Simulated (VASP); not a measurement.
Input of a VASP 6.6.1 run:

File INCAR:

```
PREC = Accurate ; ENCUT = 600
EDIFF = 1E-7 ; ISMEAR = 0
SIGMA = 0.1 ; LREAL = F
LASPH = T ; NELM = 60
ALGO = Normal ; ISIF = 3
LWAVE = F ; LCHARG = F
GGA = PS ; IBRION = 2
NSW = 80 ; EDIFFG = -0.05
PSTRESS = 73.0
```

KPOINTS

```
Automatic mesh
0
Gamma
  10 10 10
```

Contents of POSCAR:

```
Cu
1.0
    0.0000000000      1.8075000000      1.8075000000
    1.8075000000      0.0000000000      1.8075000000
    1.8075000000      1.8075000000      0.0000000000
Cu
1
Direct
    0.0000000000      0.0000000000      0.0000000000
```

Potentials or basis: VASP PAW PBE potentials, release 64 (Cu).

The run is started by

```bash
$ cat potpaw_PBE.64/Cu/POTCAR > POTCAR
$ mpirun -np 1 vasp_std > vasp.out
```

Q: What does it give for the band gap on the k mesh?

A: Zero (an odd number of electrons rules out a gap without spin polarisation).

Q: Predict the space group after relaxing (to 0.1 Å).

A: Fm-3m (No. 225).

Step by step:
```csv
step,energy change (eV),largest force (eV/Å),pressure (GPa),volume (Å³)
1,0.0000,0.0000,-5.60,11.81
2,0.0594,0.0000,21.63,10.26
3,0.0015,0.0000,7.19,10.92
```

Caveat: the cell is relaxed towards a set pressure, so the run minimises the enthalpy, not the energy; the PAW data sets were made with another functional, which shifts forces and pressure a little.
